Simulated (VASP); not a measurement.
InPd: single point with PBEsol

The system is InPd.

```
CELL_PARAMETERS angstrom
3.21142 0.00000 0.00000
0.00000 3.21142 0.00000
0.00000 0.00000 3.21142
ATOMIC_POSITIONS crystal
In 0.00000 0.00000 0.00000
Pd 0.50000 0.50000 0.50000
```

- Program: VASP 6.6.1
- Task: single point
- Functional: PBEsol
- Potentials or basis: VASP PAW PBE potentials, release 64 (In_d, Pd)
- Cutoff: 520 eV
- k mesh: 7 × 7 × 7
- Occupations: methfessel-paxton, width 0.1 eV
- Spin: no spin polarisation

```json
{
  "Pressure": "5.2 GPa"
}
```

Levels at points of the mesh, in eV from the Fermi level:
| k point | band 9 | band 10 | band 11 | band 12 | band 13 | band 14 |
| --- | --- | --- | --- | --- | --- | --- |
| (0.00, 0.00, 0.00) | -2.69 | -2.69 | -2.69 | 3.97 | 3.97 | 3.97 |

Run time: 10 s on 1 thread of Intel Xeon 8259CL, on a shared host, peak memory 0.14 GiB.

Caveat: the PAW data sets were made with another functional, which shifts forces and pressure a little; spin-orbit coupling is left out, which moves the levels of the heavy elements.
